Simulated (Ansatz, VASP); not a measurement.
# One calculation of TePb, two programs

INCAR

```
  PREC = Accurate
  ENCUT = 520
  EDIFF = 1E-6
  ISMEAR = 0
  SIGMA = 0.01
  LREAL = False
  LASPH = True
  NELM = 60
  ALGO = Normal
  ISIF = 2
  LWAVE = False
  LCHARG = True
  GGA = PS
  LELF = True
  LVHAR = True
  NBANDS = 17
```

KPOINTS

```
regular mesh
0
Gamma
  6 6 6
```

Contents of POSCAR:

```
TePb
1.0
    0.0000000000      3.2374404633      3.2374404633
    3.2374404633      0.0000000000      3.2374404633
    3.2374404633      3.2374404633      0.0000000000
Te Pb
1 1
Direct
    0.5000000000      0.5000000000      0.5000000000
    0.0000000000      0.0000000000      0.0000000000
```

Input for Ansatz:

```yaml
crystal:
  lattice:
    - [0.0, 3.23744046334, 3.23744046334]
    - [3.23744046334, 0.0, 3.23744046334]
    - [3.23744046334, 3.23744046334, 0.0]
  atoms:
    - { symbol: Te, position: [0.5, 0.5, 0.5] }
    - { symbol: Pb, position: [0.0, 0.0, 0.0] }
kpoints:
  mp_grid: { grid: [6, 6, 6] }
scf:
  occupations: { method: fixed }
  convergence: { dr2_threshold: 1.0e-10 }
hamiltonian:
  xc: pbesol
  pseudopotentials: { kind: all_electron, lapw: { basis_error: 0.0005 } }
output:
  forces: true
  stress: true
  eigenstates:
    kpoints:
      - [0.0, 0.0, 0.0]
      - [0.0, -0.5, 0.0]
      - [-0.5, 0.0, 0.0]
      - [0.0, 0.0, -0.5]
      - [-0.5, -0.5, -0.5]
      - [-0.5, 0.0, -0.5]
      - [0.0, -0.5, -0.5]
      - [-0.5, -0.5, 0.0]
  eigenvalues: true
```

Alike in both runs: task single point; functional PBEsol; k mesh 6 × 6 × 6; no spin polarisation.

```csv
,VASP,Ansatz
version,VASP 6.6.1,Ansatz 0.2.0
potentials or method,"VASP PAW PBE potentials, release 64 (Te, Pb_d), cutoff 520 eV","all-electron LAPW, scalar-relativistic"
occupations,"gaussian, width 0.01 eV",fixed
```

```csv
,VASP,Ansatz,Ansatz less VASP
gap on the k mesh at the Fermi level (eV),0.68,0.68,-0.006
pressure (GPa),-0.7,-0.6,+0.05
```

VASP's potentials were made for PBE, not for PBEsol. Ansatz ran all-electron here, and VASP with PAW potentials.

Spin-orbit coupling is off throughout.
